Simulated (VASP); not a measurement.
# Au (Pm-3m) in VASP: a series of runs, part 2 of 2

VASP 6.6.1. The steps go on from the part before.

## (3) Single point, PBEsol

The input, INCAR:

```
  ALGO = Normal
  EDIFF = 1E-6
  ENCUT = 500
  GGA = PS
  GGA_COMPAT = False
  ISIF = 2
  ISMEAR = 0
  LASPH = True
  LCHARG = True
  LELF = True
  LREAL = False
  LVHAR = True
  LWAVE = False
  NBANDS = 12
  NELM = 120
  PREC = Accurate
  SIGMA = 0.1
```

The input, KPOINTS:

```
k-points
0
Gamma
  8 8 8
```

The input, POSCAR:

```
Au
1.0
    2.6996235044      0.0000000000      0.0000000000
    0.0000000000      2.6996235044      0.0000000000
    0.0000000000      0.0000000000      2.6996235044
Au
1
Direct
    0.0000000000      0.0000000000      0.0000000000
```

Potentials or basis: VASP PAW PBE potentials, release 64 (Au).

On the command line:

```bash
cat potpaw_PBE.64/Au/POTCAR > POTCAR
mpirun -np 1 vasp_std > vasp.out
```

OUTCAR:

```text
EDIFF = 1E-6
   ENCUT = 500
   GGA = PS
   ISIF = 2
   ISMEAR = 0
   LASPH = True
   LREAL = False
   NELM = 120
   PREC = Accurate

 ion  position               nearest neighbor table
   1  0.000  0.000  0.000-

  LATTYP: Found a simple cubic cell.
 ALAT       =     2.6996235044

  Lattice vectors:

 A1 = (   2.6996235044,   0.0000000000,   0.0000000000)
 A2 = (   0.0000000000,   2.6996235044,   0.0000000000)
 A3 = (   0.0000000000,   0.0000000000,   2.6996235044)

[... 537 lines left out ...]
     11      27.2692      0.00000
     12      28.8390      0.00000

 [... further k-points ...]

------------------------ aborting loop because EDIFF is reached ----------------------------------------

  FORCE on cell =-STRESS in cart. coord.  units (eV):
  Direction    XX          YY          ZZ          XY          YZ          ZX
  --------------------------------------------------------------------------------------
  -------------------------------------------------------------------------------------
  Total       -0.0184185     -0.0184185     -0.0184185      0.0000000      0.0000000     -0.0000000
  in kB       -1.4998745     -1.4998745     -1.4998745      0.0000000      0.0000000     -0.0000000
  external PRESSURE =      -1.4998745 kB  Pullay stress =       0.0000000 kB

 VOLUME and BASIS-vectors are now :
 -----------------------------------------------------------------------------
  energy-cutoff  :      500.00
  volume of cell :       19.67
      direct lattice vectors                 reciprocal lattice vectors
     2.699623504  0.000000000  0.000000000     0.370422023  0.000000000  0.000000000
     0.000000000  2.699623504  0.000000000     0.000000000  0.370422023  0.000000000
     0.000000000  0.000000000  2.699623504     0.000000000  0.000000000  0.370422023

 POSITION                                       TOTAL-FORCE (eV/Angst)
 -----------------------------------------------------------------------------------
      0.00000      0.00000      0.00000         0.000000      0.000000      0.000000
 -----------------------------------------------------------------------------------
    total drift:                                0.000000      0.000000      0.000000

  FREE ENERGIE OF THE ION-ELECTRON SYSTEM (eV)
  ---------------------------------------------------
  free  energy   TOTEN  =        -3.6533953150 eV

  energy  without entropy=       -3.6514109804  energy(sigma->0) =       -3.65240315
```

Wall time 13 s (1 thread of Intel Xeon 8259CL, shared host); peak memory 0.12 GiB.

What came out:

| Quantity | Value |
| --- | --- |
| Free energy | -3.6534 eV |
| Pressure | -0.1 GPa |

Levels at points of the mesh, in eV from the Fermi level:
| k point | band 1 | band 2 | band 3 | band 4 | band 5 | band 6 | band 7 | band 8 | band 9 | band 10 |
| --- | --- | --- | --- | --- | --- | --- | --- | --- | --- | --- |
| (0.00, 0.00, 0.00) | -8.32 | -6.01 | -6.01 | -1.43 | -1.43 | -1.43 | 14.04 | 14.04 | 14.04 | 19.05 |
| (0.50, 0.00, 0.00) | -6.10 | -5.58 | -3.00 | -3.00 | -1.28 | -0.78 | 2.25 | 16.31 | 18.62 | 19.41 |
| (0.50, 0.50, 0.00) | -5.98 | -5.21 | -2.72 | -2.72 | -0.19 | 3.72 | 3.72 | 6.83 | 11.64 | 20.70 |
| (0.50, 0.50, 0.50) | -5.24 | -5.24 | -5.24 | -0.09 | -0.09 | 8.57 | 8.57 | 8.57 | 9.92 | 12.98 |

Caveat: the PAW data sets were made with another functional, which shifts forces and pressure a little; spin-orbit coupling is left out, which moves the levels of the heavy elements.

## (4) Relaxation of cell and atoms, PBEsol

This run uses another cell than the first one, of 18.61 Å³/atom, 0.946 times its volume.

The input, INCAR:

```
PREC = Accurate
ENCUT = 500
EDIFF = 1E-7
ISMEAR = 0
SIGMA = 0.1
LREAL = F
LASPH = T
NELM = 120
ALGO = Normal
ISIF = 3
LWAVE = F
LCHARG = F
GGA = PS
IBRION = 2
NSW = 80
EDIFFG = -0.01
GGA_COMPAT = F
NELMIN = 4
```

The input, KPOINTS:

```
Automatic mesh
0
Gamma
  8 8 8
```

The input, POSCAR:

```
Au
1.0
    2.6500000000      0.0000000000      0.0000000000
    0.0000000000      2.6500000000      0.0000000000
    0.0000000000      0.0000000000      2.6500000000
Au
1
Direct
    0.0000000000      0.0000000000      0.0000000000
```

On the command line:

```bash
cat potpaw_PBE.64/Au/POTCAR > POTCAR
mpirun -np 1 vasp_std > vasp.out
```

Run time: 26 s. Hardware: 1 thread of Intel Xeon 8259CL, shared host; peak memory 0.13 GiB.

The run converged. Its results:

| Quantity | Value |
| --- | --- |
| Free energy | -3.6527 eV |
| Relaxed volume | 19.66 Å³/atom |
| Relaxed cell | a = 2.699 Å, b = 2.699 Å, c = 2.699 Å, α = 90.00°, β = 90.00°, γ = 90.00° |
| Space group after relaxing (to 0.05 Å) | Pm-3m (No. 221) |
| Energy gained by relaxing | 23.2 meV/atom |
| Ionic steps | 3 |
| Pressure after relaxing | -0.1 GPa |

Step by step:
```csv
step,energy change (eV),largest force (eV/Å),pressure (GPa),volume (Å³)
1,0.0000,0.0000,7.30,18.61
2,0.0089,0.0000,-7.20,20.99
3,-0.0232,0.0000,-0.06,19.66
```

Final structure:
```
CELL_PARAMETERS angstrom
2.69910 0.00000 0.00000
0.00000 2.69910 0.00000
0.00000 0.00000 2.69910
ATOMIC_POSITIONS crystal
Au 0.00000 0.00000 0.00000
```

Levels at points of the mesh, in eV from the Fermi level:
| k point | band 1 | band 2 | band 3 | band 4 | band 5 | band 6 | band 7 | band 8 | band 9 |
| --- | --- | --- | --- | --- | --- | --- | --- | --- | --- |
| (0.00, 0.00, 0.00) | -8.32 | -6.02 | -6.02 | -1.43 | -1.43 | -1.43 | 14.05 | 14.05 | 14.05 |
| (0.50, 0.00, 0.00) | -6.10 | -5.58 | -3.01 | -3.01 | -1.28 | -0.79 | 2.25 | 16.31 | 18.62 |
| (0.50, 0.50, 0.00) | -5.99 | -5.21 | -2.72 | -2.72 | -0.19 | 3.72 | 3.72 | 6.84 | 11.64 |
| (0.50, 0.50, 0.50) | -5.24 | -5.24 | -5.24 | -0.09 | -0.09 | 8.57 | 8.57 | 8.57 | 9.91 |

Caveat: the PAW data sets were made with another functional, which shifts forces and pressure a little; spin-orbit coupling is left out, which moves the levels of the heavy elements.

## (5) Relaxation of cell and atoms, PBEsol

The input, INCAR:

```
PREC = Accurate ; ENCUT = 500
EDIFF = 1E-7 ; ISMEAR = 0
SIGMA = 0.1 ; LREAL = False
LASPH = True ; NELM = 120
ALGO = Normal ; ISIF = 3
LWAVE = False ; LCHARG = False
GGA = PS ; IBRION = 2
NSW = 80 ; EDIFFG = -0.01
GGA_COMPAT = False ; NELMIN = 4
```

The input, KPOINTS:

```
regular mesh
0
Gamma
  8 8 8
```

The input, POSCAR:

```
Au
1.0
    2.6996235044      0.0000000000      0.0000000000
    0.0000000000      2.6996235044      0.0000000000
    0.0000000000      0.0000000000      2.6996235044
Au
1
Direct
    0.0000000000      0.0000000000      0.0000000000
```

On the command line:

```bash
cat potpaw_PBE.64/Au/POTCAR > POTCAR
mpirun -np 1 vasp_std > vasp.out
```

Wall time 17 s (1 thread of Intel Xeon 8259CL, shared host); peak memory 0.13 GiB.

It converged, with:

```yaml
Free_energy: -3.6534 eV
Relaxed_volume: 19.65 Å³/atom
Relaxed_cell: a = 2.699 Å, b = 2.699 Å, c = 2.699 Å, α = 90.00°, β = 90.00°, γ = 90.00°
Space_group_after_relaxing_to_0.05_Å: Pm-3m (No. 221)
Energy_gained_by_relaxing: 0.0 meV/atom
Ionic_steps: 3
Pressure_after_relaxing: 0.0 GPa
```

Final structure:
```xyz
1
Lattice="2.6986 0.0000 0.0000 0.0000 2.6986 0.0000 0.0000 0.0000 2.6986" Properties=species:S:1:pos:R:3 pbc="T T T"
Au    0.0000    0.0000    0.0000
```

Levels at points of the mesh, in eV from the Fermi level:
```csv
k point,band 3,band 4,band 5,band 6,band 7,band 8
"(0.00, 0.00, 0.00)",-6.02,-1.43,-1.43,-1.43,14.05,14.05
"(0.50, 0.00, 0.00)",-3.01,-3.01,-1.28,-0.79,2.25,16.31
"(0.50, 0.50, 0.00)",-2.73,-2.73,-0.19,3.72,3.72,6.85
"(0.50, 0.50, 0.50)",-5.25,-0.09,-0.09,8.57,8.57,8.57
```

Caveat: the PAW data sets were made with another functional, which shifts forces and pressure a little; spin-orbit coupling is left out, which moves the levels of the heavy elements.

## (6) Overview

```csv
task,cell,gap on the mesh (eV),pressure (GPa),relaxed volume (Å³/atom)
single point,"a = 2.700 Å, 1 atom",none,-0.1,-
relaxation of cell and atoms,"relaxed from a = 2.650 Å, 1 atom",none,-0.1,19.66
relaxation of cell and atoms,"relaxed from a = 2.700 Å, 1 atom",none,0.0,19.65
```

Alike in all rows: level PBEsol; potentials or basis VASP PAW PBE potentials, release 64 (Au); no spin polarisation; k mesh 8 × 8 × 8; cutoff (eV) 500; smearing gaussian 0.1 eV.

Caveats: the PAW data sets were made with another functional, which shifts forces and pressure a little; spin-orbit coupling is left out, which moves the levels of the heavy elements.

Total energies depend on the potentials used, so only differences within one code and one set of settings carry meaning.
